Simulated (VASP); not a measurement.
A run of VASP 6.6.1 is set up as follows.

INCAR

```
ALGO = Normal
EDIFF = 1E-7
ENCUT = 520
GGA = PE
ISIF = 2
ISMEAR = 0
ISPIN = 2
LASPH = T
LCHARG = F
LMAXMIX = 4
LORBIT = 11
LREAL = F
LWAVE = F
MAGMOM = 1.09 1.09 0 0 0 0
NBANDS = 36
NELM = 150
PREC = Accurate
SIGMA = 0.1
```

KPOINTS

```
k-points
0
Gamma
  4 4 4
```

Contents of POSCAR:

```
MnSb2
1.0
    5.5855286604      0.0000000000      0.0000000000
    0.0000000000      5.5855286604      0.0000000000
    0.0000000000      0.0000000000      5.5855286604
Mn Sb
2 4
Direct
    0.0000000000      0.0000000000      0.0000000000
    0.5000000000      0.5000000000      0.5000000000
    0.2500000000      0.2500000000      0.2500000000
    0.2500000000      0.7500000000      0.7500000000
    0.7500000000      0.7500000000      0.2500000000
    0.7500000000      0.2500000000      0.7500000000
```

Potentials or basis: VASP PAW PBE potentials, release 64 (Mn_pv, Sb).

Command:

```sh
$ cat potpaw_PBE.64/Mn_pv/POTCAR potpaw_PBE.64/Sb/POTCAR > POTCAR
$ mpirun -np 1 vasp_std > vasp.out
```

Problem. What does it give for the site moments?

Solution. Mn +1.88; Sb -0.20 μB.

Problem. Estimate the net moment.

Solution. 2.46 μB per cell.

Problem. What does it give for the pressure?

Solution. 0.0 GPa.
